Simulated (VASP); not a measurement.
# InPd (Fm-3m) in VASP: further runs, part 2 of 2

VASP 6.6.1.

### 4 Relaxation of cell and atoms, PBEsol, target pressure 20 GPa, at which the enthalpy is minimised

Contents of INCAR:

```
SYSTEM = InPd
PREC = Accurate
ENCUT = 500
EDIFF = 1E-7
ISMEAR = 1
SIGMA = 0.1
LREAL = .FALSE.
LASPH = .TRUE.
NELM = 120
ALGO = Normal
ISIF = 3
LWAVE = .FALSE.
LCHARG = .FALSE.
GGA = PS
IBRION = 2
NSW = 80
EDIFFG = -0.02
PSTRESS = 200.0
GGA_COMPAT = .FALSE.
NELMIN = 4
```

Contents of KPOINTS:

```
Automatic mesh
0
G
  7 7 7
  0 0 0
```

Contents of POSCAR:

```
InPd
1.0
    0.0000000000      2.6600000000      2.6600000000
    2.6600000000      0.0000000000      2.6600000000
    2.6600000000      2.6600000000      0.0000000000
In Pd
1 1
Direct
    0.0000000000      0.0000000000      0.0000000000
    0.5000000000      0.5000000000      0.5000000000
```

Potentials or basis: VASP PAW PBE potentials, release 64 (In_d, Pd).

Started as:

```bash
$ cat potpaw_PBE.64/In_d/POTCAR potpaw_PBE.64/Pd/POTCAR > POTCAR
$ mpirun -np 1 vasp_std > vasp.out
```

OUTCAR:

```text
SYSTEM = InPd
   PREC = Accurate
   ENCUT = 500
   EDIFF = 1E-7
   ISMEAR = 1
   LREAL = .FALSE.
   LASPH = .TRUE.
   NELM = 120
   ISIF = 3
   GGA = PS
   IBRION = 2
   NSW = 80
   EDIFFG = -0.02
   PSTRESS = 200.0
   NELMIN = 4

 ion  position               nearest neighbor table
   1  0.000  0.000  0.000-   2 2.66   2 2.66   2 2.66   2 2.66   2 2.66   2 2.66
   2  0.500  0.500  0.500-   1 2.66   1 2.66   1 2.66   1 2.66   1 2.66   1 2.66

  LATTYP: Found a face centered cubic cell.
 ALAT       =     5.3200000000

  Lattice vectors:

 A1 = (   0.0000000000,   2.6600000000,   2.6600000000)
 A2 = (   2.6600000000,   0.0000000000,   2.6600000000)
 A3 = (   2.6600000000,   2.6600000000,   0.0000000000)

Analysis of symmetry for initial positions (statically):
=====================================================================
 Subroutine PRICEL returns:
 Original cell was already a primitive cell.

 Routine SETGRP: Setting up the symmetry group for a
 face centered cubic supercell.

 Subroutine GETGRP returns: Found 48 space group operations
 (whereof 48 operations were pure point group operations)
 out of a pool of 48 trial point group operations.

The static configuration has the point symmetry O_h .

Analysis of symmetry for dynamics (positions and initial velocities):
=====================================================================
 Subroutine PRICEL returns:
 Original cell was already a primitive cell.

 Routine SETGRP: Setting up the symmetry group for a
 face centered cubic supercell.

 Subroutine GETGRP returns: Found 48 space group operations
 (whereof 48 operations were pure point group operations)
 out of a pool of 48 trial point group operations.

The dynamic configuration has the point symmetry O_h .

 Subroutine INISYM returns: Found 48 space group operations
 (whereof 48 operations are pure point group operations),
 and found     1 'primitive' translations

----------------------------------------------------------------------------------------

                                     Primitive cell

  volume of cell :      37.6422

[... 96 lines left out ...]
   EMIN   =  10.00;   EMAX   =-10.00  energy-range for DOS
   EFERMI =   0.00;   METHOD = LEGACY
   ISMEAR =     1;   SIGMA  =   0.10  broadening in eV -4-tet -1-fermi 0-gaus
   EFERMI_NEDOS =   21; number of points for ismear=-14 and -15
   IALGO  =     38    algorithm
   IMIX   =      4    mixing-type and parameters
     AMIX     =   0.40;   BMIX     =  1.00
     AMIX_MAG =   1.60;   BMIX_MAG =  1.00
  volume/ion in A,a.u.               =      18.82       127.01
  Fermi-wavevector in a.u.,A,eV,Ry     =   1.389182  2.625173 26.256885  1.929827
  Thomas-Fermi vector in A             =   2.513237
   LORBIT       =      0    0 simple, 1 ext, 2 COOP (PROOUT), +10 PAW based schemes
   GGA     = PS    functional components
   LHFCALC =     F    Hartree Fock is set to
   AEXX    =    0.0000 exact exchange contribution
   IVDW    =     0    specifies the selected vdW correction
   LEPSILON=     F    determine dielectric tensor
   LRPA    =     F    only Hartree local field effects (RPA)
 conjugate gradient relaxation of ions
 non-spin polarized calculation
 Methfessel and Paxton  Order N= 1 SIGMA  =   0.10
  energy-cutoff  :      500.00
  volume of cell :       37.64
 maximum number of plane-waves:       966
   NGX = 13   NGY = 13   NGZ = 13

--------------------------------------- Ionic step        1  -------------------------------------------

 number of electron      22.9999994 magnetization

 Free energy of the ion-electron system (eV)
  ---------------------------------------------------
  ext. energy  EPLUGINS =         0.00000000
  ---------------------------------------------------
  free energy    TOTEN  =        -9.43354776 eV

  energy without entropy =       -9.43337745  energy(sigma->0) =       -9.43349099

 E-fermi :   9.4764     XC(G=0): -11.9043

 val. band max:        9.4727859579   @ k =  -0.4286   0.4286   0.0000
 cond. band min:       9.5402442834   @ k =  -0.2857   0.4286   0.1429
 fundamental gap:      0.0674583255
 Fermi energy:         9.4763618832

 k-point     1 :       0.0000    0.0000    0.0000
  band No.  band energies     occupation
      1      -5.3954      2.00000
      2      -5.3954      2.00000
      3      -5.2575      2.00000
      4      -5.2575      2.00000
      5      -5.2575      2.00000
      6      -0.2280      2.00000
      7       6.1448      2.00000
      8       6.1448      2.00000
      9       6.1448      2.00000
     10       6.4778      2.00000
     11       6.4778      2.00000
     12      15.0406      0.00000
     13      15.0406      0.00000
     14      15.0406      0.00000
[... 492 lines left out ...]
--------------------------------------- Ionic step        5  -------------------------------------------

 number of electron      23.0000011 magnetization

 Free energy of the ion-electron system (eV)
  ---------------------------------------------------
  ext. energy  EPLUGINS =         0.00000000
  ---------------------------------------------------
  free energy    TOTEN  =        -9.18363580 eV

  energy without entropy =       -9.18227319  energy(sigma->0) =       -9.18318159

 E-fermi :  11.1577     XC(G=0): -12.4456

 val. band max:       10.7588925760   @ k =  -0.4286   0.4286   0.0000
 cond. band min:      11.1722391691   @ k =  -0.4286   0.4286   0.0000
 fundamental gap:      0.4133465930
 Fermi energy:        11.1576972864

 k-point     1 :       0.0000    0.0000    0.0000
  band No.  band energies     occupation
      1      -4.1960      2.00000
      2      -4.1960      2.00000
      3      -4.0089      2.00000
      4      -4.0089      2.00000
      5      -4.0089      2.00000
      6       0.4792      2.00000
      7       7.2673      2.00000
      8       7.2673      2.00000
      9       7.2673      2.00000
     10       7.7381      2.00000
     11       7.7381      2.00000
     12      16.9671      0.00000
     13      16.9671      0.00000
     14      16.9671      0.00000
[... 374 lines left out ...]
  energy  without entropy=       -9.1822731896  energy(sigma->0) =       -9.18318159

  enthalpy is  TOTEN    =        -4.9166418349 eV   P V=        4.2669939617

 reached required accuracy - stopping structural energy minimisation
```

OSZICAR:

```text
N       E                     dE             d eps       ncg     rms          rms(c)
DAV:   1     0.163575247532E+03    0.16358E+03   -0.11237E+04   600   0.189E+03
DAV:   2    -0.925265070265E+00   -0.16450E+03   -0.16124E+03   607   0.397E+02
DAV:   3    -0.951960084877E+01   -0.85943E+01   -0.85652E+01   775   0.994E+01
[... 49 lines left out ...]
DAV:   3    -0.918364833825E+01    0.95177E-04   -0.30281E-04   864   0.349E-01    0.308E-02
DAV:   4    -0.918363472906E+01    0.13609E-04   -0.39875E-05   853   0.117E-01    0.285E-02
DAV:   5    -0.918363632244E+01   -0.15934E-05   -0.62748E-06   684   0.236E-02    0.673E-03
DAV:   6    -0.918363581325E+01    0.50919E-06   -0.73225E-07   712   0.181E-02    0.267E-03
DAV:   7    -0.918363579662E+01    0.16631E-07   -0.37804E-08   300   0.255E-03
   5 F= -.49166418E+01 E0= -.49161876E+01  d E =-.181974E+00
```

CONTCAR:

```text
InPd
   1.00000000000000
     0.0000000000000000    2.5758715738398181    2.5758715738398181
     2.5758715738398181   -0.0000000000000000    2.5758715738398181
     2.5758715738398181    2.5758715738398181    0.0000000000000000
  In              Pd
     1     1
Direct
     0.0000000000000000    0.0000000000000000    0.0000000000000000
     0.5000000000000000    0.5000000000000000    0.5000000000000000

  0.00000000E+00  0.00000000E+00  0.00000000E+00
  0.00000000E+00  0.00000000E+00  0.00000000E+00
```

It took 74 s on 1 thread of AMD EPYC 7R43 (Zen 3), shared host; peak memory 0.14 GiB.

What came out:

| Quantity | Value |
| --- | --- |
| Free energy | -9.1836 eV |
| Relaxed volume | 17.09 Å³/atom |
| Relaxed cell | a = 3.643 Å, b = 3.643 Å, c = 3.643 Å, α = 60.00°, β = 60.00°, γ = 60.00° |
| Space group after relaxing (to 0.1 Å) | Fm-3m (No. 225) |
| Energy change on relaxing (the run minimises the enthalpy) | +125.0 meV/atom |
| Ionic steps | 5 |
| Pressure after relaxing | 20.1 GPa |
| Band gap on the k mesh | zero (an odd number of electrons rules out a gap without spin polarisation) |

Step by step:
| step | energy change (eV) | largest force (eV/Å) | pressure (GPa) | volume (Å³) |
| --- | --- | --- | --- | --- |
| 1 | 0.0000 | 0.0000 | 4.42 | 37.64 |
| 2 | 1.7838 | 0.0000 | 75.42 | 28.52 |
| 3 | 0.2253 | 0.0000 | 18.98 | 34.38 |
| 4 | 0.2417 | 0.0000 | 19.76 | 34.25 |
| 5 | 0.2499 | 0.0000 | 20.14 | 34.18 |

Final structure:
```xyz
2
Lattice="0.0000 2.5759 2.5759 2.5759 0.0000 2.5759 2.5759 2.5759 0.0000" Properties=species:S:1:pos:R:3 pbc="T T T"
In    0.0000    0.0000    0.0000
Pd    2.5759    2.5759    2.5759
```

Levels at points of the mesh, in eV from the Fermi level:
```
           k point  band 9  band 10  band 11  band 12  band 13  band 14
(0.00, 0.00, 0.00)   -3.89    -3.42    -3.42     5.81     5.81     5.81
```

Caveat: the cell is relaxed towards a set pressure, so the run minimises the enthalpy, not the energy; the PAW data sets were made with another functional, which shifts forces and pressure a little; spin-orbit coupling is left out, which moves the levels of the heavy elements.

### 5 Summary

```csv
cell,gap on the mesh (eV),pressure (GPa)
relaxed to 5 GPa,none,5.0
relaxed to 10 GPa,none,9.9
relaxed to 20 GPa,none,20.1
```

Alike in all rows: task relaxation of cell and atoms; level PBEsol; potentials or basis VASP PAW PBE potentials, release 64 (In_d, Pd); no spin polarisation; k mesh 7 × 7 × 7; cutoff (eV) 500; smearing methfessel-paxton 0.1 eV.

Caveats: the cell is relaxed towards a set pressure, so the run minimises the enthalpy, not the energy; the PAW data sets were made with another functional, which shifts forces and pressure a little; spin-orbit coupling is left out, which moves the levels of the heavy elements.

Total energies depend on the potentials used, so only differences within one code and one set of settings carry meaning.
